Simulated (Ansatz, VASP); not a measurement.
## Two plane-wave programs on Cd

INCAR

```
SYSTEM = Cd
PREC     = Accurate       ! precision mode
ENCUT    = 520            ! plane-wave cutoff, eV
EDIFF    = 1E-7           ! SCF threshold, eV
ISMEAR   = 0              ! smearing method
SIGMA    = 0.15           ! smearing width, eV
LREAL    = .False.        ! projectors in reciprocal space
LASPH    = .True.         ! aspherical terms in the spheres
NELM     = 60             ! most SCF steps
ALGO     = Normal         ! electronic algorithm
ISIF     = 2              ! what is computed and relaxed
LWAVE    = .False.        ! write WAVECAR
LCHARG   = .False.        ! write CHGCAR
GGA      = PE             ! functional
NBANDS   = 12             ! bands
```

KPOINTS

```
Automatic mesh
0
Gamma
  18 18 18
  0 0 0
```

File POSCAR:

```
Cd
1.0
    0.0000000000      2.4300843758      1.7844109571
    2.4300843758      0.0000000000      1.7844109571
    2.4300843758      2.4300843758      0.0000000000
Cd
1
Direct
    0.0000000000      0.0000000000      0.0000000000
```

Input for Ansatz:

```yaml
crystal:
  lattice:
    - [0.0, 2.4300843758, 1.7844109571]
    - [2.4300843758, 0.0, 1.7844109571]
    - [2.4300843758, 2.4300843758, 0.0]
  atoms:
    - { symbol: Cd, position: [0.0, 0.0, 0.0] }
basis:
  ecutwfc: 420
kpoints:
  mp_grid: { grid: [18, 18, 18] }
hamiltonian:
  xc: pbe
scf:
  occupations: { method: gaussian, width: 0.15 }
output:
  forces: true
  stress: true
  eigenvalues: true
```

Alike in both runs: task single point; functional PBE; k mesh 18 × 18 × 18; occupations gaussian, width 0.15 eV; no spin polarisation.

|  | VASP | Ansatz |
| --- | --- | --- |
| version | VASP 6.6.1 | Ansatz 0.2.0 |
| potentials or method | VASP PAW PBE potentials, release 64 (Cd), cutoff 520 eV | scalar-relativistic, plane waves, PAW |
| valence electrons in the cell | 12 | 20 |

|  | VASP | Ansatz | Ansatz less VASP |
| --- | --- | --- | --- |
| gap on the k mesh at the Fermi level (eV) | none | none | - |
| pressure (GPa) | 5.6 | 5.2 | -0.34 |
| traceless stress, the component that is largest in VASP (GPa) | 0.47 | 0.47 | 0.000 |

A gap of «none» marks a metal or a gap that the smearing closes. VASP's potentials hold 12 valence electrons a cell and Ansatz's 20, so a difference there can come from the potentials and not from the codes.
